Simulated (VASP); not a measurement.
# WSe2 (P6_3/mmc) in VASP: single point with r2SCAN

Aim: the single point of WSe2 with r2SCAN.

Everything below comes from runs of VASP 6.6.1. Logs are shortened: lines on timing, memory, paths and dates and some standing lists are left out, and cuts for length are marked.

### 1 The cell of the first run

It takes space group P6_3/mmc (No. 194, hexagonal). The conventional cell has a = 3.320 Å, b = 3.320 Å, c = 13.737 Å, α = 90.00°, β = 90.00°, γ = 120.00°. Within 3.4 Å of W (site symmetry -6m2) lie 6 Se at 2.54 Å and 6 W at 3.32 Å. Within 3.4 Å of Se (site symmetry 3m) lie 3 W at 2.54 Å and 7 Se at 3.32 Å.

### 2 Single point, r2SCAN

The input, POSCAR:

```
WSe2
1.0
    3.3199330000      0.0000000000      0.0000000000
   -1.6599660000      2.8751460000      0.0000000000
    0.0000000000      0.0000000000     13.7371870000
W Se
2 4
Direct
    0.6666670000      0.3333330000      0.7500000000
    0.3333330000      0.6666670000      0.2500000000
    0.3333330000      0.6666670000      0.8710010000
    0.6666670000      0.3333330000      0.3710010000
    0.3333330000      0.6666670000      0.6289990000
    0.6666670000      0.3333330000      0.1289990000
```

The input, INCAR.step1:

```
SYSTEM = WSe2
PREC     = Accurate       ! precision mode
ENCUT    = 520            ! plane-wave cutoff, eV
ISMEAR   = 0              ! smearing method
SIGMA    = 0.01           ! smearing width, eV
LREAL    = .False.        ! projectors in reciprocal space
LASPH    = .True.         ! aspherical terms in the spheres
NELM     = 100            ! most SCF steps
NBANDS   = 35             ! bands
GGA      = PE             ! functional
ALGO     = Normal         ! electronic algorithm
EDIFF    = 1E-4           ! SCF threshold, eV
LWAVE    = .True.         ! write WAVECAR
LCHARG   = .False.        ! write CHGCAR
```

The input, INCAR.step2:

```
SYSTEM = WSe2
PREC     = Accurate       ! precision mode
ENCUT    = 520            ! plane-wave cutoff, eV
EDIFF    = 1E-6           ! SCF threshold, eV
ISMEAR   = 0              ! smearing method
SIGMA    = 0.01           ! smearing width, eV
LREAL    = .False.        ! projectors in reciprocal space
LASPH    = .True.         ! aspherical terms in the spheres
NELM     = 100            ! most SCF steps
ALGO     = Normal         ! electronic algorithm
ISIF     = 2              ! what is computed and relaxed
LWAVE    = .False.        ! write WAVECAR
LCHARG   = .False.        ! write CHGCAR
METAGGA  = R2SCAN         ! meta-GGA
LMIXTAU  = .True.       
NBANDS   = 35             ! bands
ISTART   = 1
```

The input, KPOINTS:

```
Automatic mesh
0
Gamma
  8 8 2
  0 0 0
```

Potentials or basis: VASP PAW PBE potentials, release 64 (W_sv, Se).

The run is started by

```sh
> cat potpaw_PBE.64/W_sv/POTCAR potpaw_PBE.64/Se/POTCAR > POTCAR
> cp INCAR.step1 INCAR
> mpirun -np 1 vasp_std > vasp.out
> cp INCAR.step2 INCAR
> mpirun -np 1 vasp_std > vasp.out
```

OUTCAR:

```text
SYSTEM = WSe2
   PREC = Accurate
   ENCUT = 520
   EDIFF = 1E-6
   ISMEAR = 0
   LREAL = .False.
   LASPH = .True.
   NELM = 100
   ISIF = 2
   METAGGA = R2SCAN
   ISTART = 1

 ion  position               nearest neighbor table
   1  0.667  0.333  0.750-   3 2.54   5 2.54   3 2.54   5 2.54   3 2.54   5 2.54
   2  0.333  0.667  0.250-   4 2.54   6 2.54   4 2.54   6 2.54   4 2.54   6 2.54
   3  0.333  0.667  0.871-   1 2.54   1 2.54   1 2.54
   4  0.667  0.333  0.371-   2 2.54   2 2.54   2 2.54
   5  0.333  0.667  0.629-   1 2.54   1 2.54   1 2.54
   6  0.667  0.333  0.129-   2 2.54   2 2.54   2 2.54

  LATTYP: Found a hexagonal cell.
 ALAT       =     3.3199330000
 C/A-ratio  =     4.1377904313

  Lattice vectors:

 A1 = (   3.3199330000,   0.0000000000,   0.0000000000)
 A2 = (  -1.6599660000,   2.8751460000,   0.0000000000)
 A3 = (   0.0000000000,   0.0000000000,  13.7371870000)

Analysis of symmetry for initial positions (statically):
=====================================================================
 Subroutine PRICEL returns:
 Original cell was already a primitive cell.

 Routine SETGRP: Setting up the symmetry group for a
 hexagonal supercell.

 Subroutine GETGRP returns: Found 24 space group operations
 (whereof 12 operations were pure point group operations)
 out of a pool of 24 trial point group operations.

The static configuration has the point symmetry D_3d.
 The point group associated with its full space group is D_6h.

Analysis of symmetry for dynamics (positions and initial velocities):
=====================================================================
 Subroutine PRICEL returns:
 Original cell was already a primitive cell.

 Routine SETGRP: Setting up the symmetry group for a
 hexagonal supercell.

 Subroutine GETGRP returns: Found 24 space group operations
 (whereof 12 operations were pure point group operations)
 out of a pool of 24 trial point group operations.

The dynamic configuration has the point symmetry D_3d.
 The point group associated with its full space group is D_6h.

 Subroutine INISYM returns: Found 24 space group operations
 (whereof 12 operations are pure point group operations),
 and found     1 'primitive' translations

----------------------------------------------------------------------------------------

                                     Primitive cell

  volume of cell :     131.1255

  direct lattice vectors                    reciprocal lattice vectors
     3.319933000  0.000000000  0.000000000     0.301210898  0.173904160  0.000000000
    -1.659966000  2.875146000  0.000000000     0.000000000  0.347808424  0.000000000
     0.000000000  0.000000000 13.737187000     0.000000000  0.000000000  0.072795107

  length of vectors
     3.319933000  3.319932476 13.737187000     0.347808369  0.347808424  0.072795107

  position of ions in fractional coordinates (direct lattice)
     0.666667000  0.333333000  0.750000000
     0.333333000  0.666667000  0.250000000
     0.333333000  0.666667000  0.871001000
     0.666667000  0.333333000  0.371001000
     0.333333000  0.666667000  0.628999000
     0.666667000  0.333333000  0.128999000

  ion indices of the primitive-cell ions
   primitive index   ion index
                 1           1
                 2           2
                 3           3
                 4           4
                 5           5
                 6           6

----------------------------------------------------------------------------------------

 KPOINTS: Automatic mesh

Automatic generation of k-mesh.
 Grid dimensions read from file:
 generate k-points for:    8    8    2

 Generating k-lattice:

  Cartesian coordinates                     Fractional coordinates (reciprocal lattice)
     0.037651362  0.021738020  0.000000000     0.125000000  0.000000000  0.000000000
     0.000000000  0.043476053  0.000000000     0.000000000  0.125000000  0.000000000
     0.000000000  0.000000000  0.036397554     0.000000000  0.000000000  0.500000000

  Length of vectors
     0.043476046  0.043476053  0.036397554

  Shift w.r.t. Gamma in fractional coordinates (k-lattice)
     0.000000000  0.000000000  0.000000000

 Subroutine IBZKPT returns following result:
 ===========================================

 Found     20 irreducible k-points:

 Following reciprocal coordinates:
            Coordinates               Weight
  0.000000  0.000000  0.000000      1.000000
  0.125000 -0.000000  0.000000      6.000000
  0.250000 -0.000000  0.000000      6.000000
  0.375000 -0.000000  0.000000      6.000000
  0.500000 -0.000000  0.000000      3.000000
  0.125000  0.125000  0.000000      6.000000
[... 12 lines left out ...]
  0.250000  0.250000  0.500000      6.000000
  0.375000  0.250000  0.500000      6.000000
   k-points           NKPTS =     20   k-points in BZ     NKDIM =     20   number of bands    NBANDS=     35
   number of dos      NEDOS =    301   number of ions     NIONS =      6
   total plane-waves  NPLWV =  84672
   dimension x,y,z NGX =    28 NGY =   28 NGZ =  108
   dimension x,y,z NGXF=    56 NGYF=   56 NGZF=  216
   ions per type =               2   4
   NGX,Y,Z   is equivalent  to a cutoff of  14.02, 14.02, 13.07 a.u.
   NGXF,Y,Z  is equivalent  to a cutoff of  28.04, 28.04, 26.14 a.u.
 SYSTEM =  WSe2
   PREC   = accura    normal or accurate (medium, high low for compatibility)
   ISTART =      1    job   : 0-new  1-cont  2-samecut
   ICHARG =      0    charge: 1-file 2-atom 10-const
   ISPIN  =      1    spin polarized calculation?
   LNONCOLLINEAR =      F non collinear calculations
   LSORBIT =      F    spin-orbit coupling
   LASPH  =      T    aspherical Exc in radial PAW
   ENCUT  =  520.0 eV  38.22 Ry    6.18 a.u.   6.17  6.17 25.54*2*pi/ulx,y,z
   NELM   =    100;   NELMIN=  2; NELMDL=  0     # of ELM steps
   EDIFF  = 0.1E-05   stopping-criterion for ELM
   LREAL  =      F    real-space projection
   EDIFFG = 0.1E-04   stopping-criterion for IOM
   NSW    =      0    number of steps for IOM
   IBRION =     -1    ionic relax: 0-MD 1-quasi-New 2-CG
   NFREE  =      0    steps in history (QN), initial steepest desc. (CG)
   ISIF   =      2    stress and relaxation
   ISYM   =      2    0-nonsym 1-usesym 2-fastsym
   POTIM  = 0.5000    time-step for ionic-motion
   TEBEG  =    0.0;   TEEND  =   0.0 temperature during run
   PSTRESS=    0.0 pullay stress
   NELECT =      52.0000    total number of electrons
   NUPDOWN=      -1.0000    fix difference up-down
   EMIN   =  10.00;   EMAX   =-10.00  energy-range for DOS
   EFERMI =   0.00;   METHOD = LEGACY
   ISMEAR =     0;   SIGMA  =   0.01  broadening in eV -4-tet -1-fermi 0-gaus
   EFERMI_NEDOS =   21; number of points for ismear=-14 and -15
   IALGO  =     38    algorithm
   IMIX   =      4    mixing-type and parameters
     AMIX     =   0.40;   BMIX     =  1.00
     AMIX_MAG =   1.60;   BMIX_MAG =  1.00
  volume/ion in A,a.u.               =      21.85       147.48
  Fermi-wavevector in a.u.,A,eV,Ry     =   1.202764  2.272894 19.682735  1.446640
  Thomas-Fermi vector in A             =   2.338536
   LORBIT       =      0    0 simple, 1 ext, 2 COOP (PROOUT), +10 PAW based schemes
   METAGGA = R2SCAN    functional components
   LHFCALC =     F    Hartree Fock is set to
   AEXX    =    0.0000 exact exchange contribution
   IVDW    =     0    specifies the selected vdW correction
   LEPSILON=     F    determine dielectric tensor
   LRPA    =     F    only Hartree local field effects (RPA)
 non-spin polarized calculation
 Gauss-broadening in eV      SIGMA  =   0.01
  energy-cutoff  :      520.00
  volume of cell :      131.13
 maximum number of plane-waves:      3568
 NGX is ok and might be reduce to    28
   NGX = 13   NGY = 13   NGZ = 51

 number of electron      51.9999999 magnetization

 Free energy of the ion-electron system (eV)
  ---------------------------------------------------
  ext. energy  EPLUGINS =         0.00000000
  ---------------------------------------------------
  free energy    TOTEN  =      -163.59328995 eV

  energy without entropy =     -163.59328995  energy(sigma->0) =     -163.59328995

 E-fermi :   5.3513     XC(G=0): -10.8775

 val. band max:        5.1628642948   @ k =   0.0000   0.0000   0.0000
 cond. band min:       6.6081266106   @ k =   0.2500   0.1250   0.0000
 fundamental gap:      1.4452623158
 Fermi energy:         5.3513121264

 k-point     1 :       0.0000    0.0000    0.0000
  band No.  band energies     occupation
      1     -71.0730      2.00000
      2     -71.0730      2.00000
      3     -34.6467      2.00000
      4     -34.6467      2.00000
      5     -34.5484      2.00000
      6     -34.5484      2.00000
[... 27 lines left out ...]
     34       8.2311      0.00000
     35      10.0403      0.00000

 k-point     2 :       0.1250   -0.0000    0.0000
  band No.  band energies     occupation
      1     -71.0715      2.00000
      2     -71.0715      2.00000
      3     -34.6401      2.00000
      4     -34.6401      2.00000
      5     -34.5821      2.00000
      6     -34.5821      2.00000
[... 27 lines left out ...]
     34       8.4224      0.00000
     35      11.0915      0.00000

 k-point     3 :       0.2500   -0.0000    0.0000
  band No.  band energies     occupation
      1     -71.0678      2.00000
      2     -71.0678      2.00000
      3     -34.6625      2.00000
      4     -34.6625      2.00000
      5     -34.6243      2.00000
      6     -34.6243      2.00000
[... 27 lines left out ...]
     34       9.1198      0.00000
     35      11.8782      0.00000
[... 571 lines left out ...]
 k-point    19 :       0.2500    0.2500    0.5000
  band No.  band energies     occupation
      1     -71.0626      2.00000
      2     -71.0626      2.00000
      3     -34.7327      2.00000
      4     -34.7327      2.00000
      5     -34.6446      2.00000
      6     -34.6446      2.00000
[... 27 lines left out ...]
     34       9.7673      0.00000
     35      11.6049      0.00000

 k-point    20 :       0.3750    0.2500    0.5000
  band No.  band energies     occupation
      1     -71.0616      2.00000
      2     -71.0615      2.00000
      3     -34.7354      2.00000
      4     -34.7354      2.00000
      5     -34.6707      2.00000
      6     -34.6707      2.00000
[... 27 lines left out ...]
     34       9.8441      0.00000
     35      11.0776      0.00000

------------------------ aborting loop because EDIFF is reached ----------------------------------------

  FORCE on cell =-STRESS in cart. coord.  units (eV):
  Direction    XX          YY          ZZ          XY          YZ          ZX
  --------------------------------------------------------------------------------------
  -------------------------------------------------------------------------------------
  Total       -0.1264463     -0.1264463     -0.0152070     -0.0000000     -0.0000000     -0.0000000
  in kB       -1.5450048     -1.5450044     -0.1858094     -0.0000003     -0.0000000     -0.0000000
  external PRESSURE =      -1.0919395 kB  Pullay stress =       0.0000000 kB

 VOLUME and BASIS-vectors are now :
 -----------------------------------------------------------------------------
  energy-cutoff  :      520.00
  volume of cell :      131.13
      direct lattice vectors                 reciprocal lattice vectors
     3.319933000  0.000000000  0.000000000     0.301210898  0.173904160  0.000000000
    -1.659966000  2.875146000  0.000000000     0.000000000  0.347808424  0.000000000
     0.000000000  0.000000000 13.737187000     0.000000000  0.000000000  0.072795107

 POSITION                                       TOTAL-FORCE (eV/Angst)
 -----------------------------------------------------------------------------------
      1.65997      0.95838     10.30289         0.000000      0.000000      0.000000
     -0.00000      1.91676      3.43430         0.000000     -0.000000      0.000000
     -0.00000      1.91676     11.96510         0.000000     -0.000000      0.003217
      1.65997      0.95838      5.09651        -0.000000      0.000000      0.003217
     -0.00000      1.91676      8.64068         0.000000     -0.000000     -0.003217
      1.65997      0.95838      1.77208        -0.000000      0.000000     -0.003217
 -----------------------------------------------------------------------------------
    total drift:                                0.000542     -0.000313      0.000721

  FREE ENERGIE OF THE ION-ELECTRON SYSTEM (eV)
  ---------------------------------------------------
  free  energy   TOTEN  =      -163.5932899528 eV

  energy  without entropy=     -163.5932899528  energy(sigma->0) =     -163.59328995
```

Run time: 8.3 min. Hardware: 1 thread of Intel Xeon Platinum 8375C at 2.90GHz (Ice Lake), shared host; peak memory 0.34 GiB.

Results:

| Property | Result |
| --- | --- |
| Free energy | -163.5933 eV |
| Pressure | -0.1 GPa |
| Largest force | 0.003 eV/Å |
| Band gap on the k mesh | 1.45 eV (least direct gap 1.96 eV) |

Forces on the atoms (eV/Å):
```
W    0.000  0.000  0.000
W    0.000  0.000  0.000
Se   0.000  0.000  0.003
Se   0.000  0.000  0.003
Se   0.000  0.000 -0.003
Se   0.000  0.000 -0.003
```

Caveat: the PAW data sets were made with another functional, which shifts forces and pressure a little; spin-orbit coupling is left out, which moves the levels of the heavy elements. A k mesh can miss the band edges.
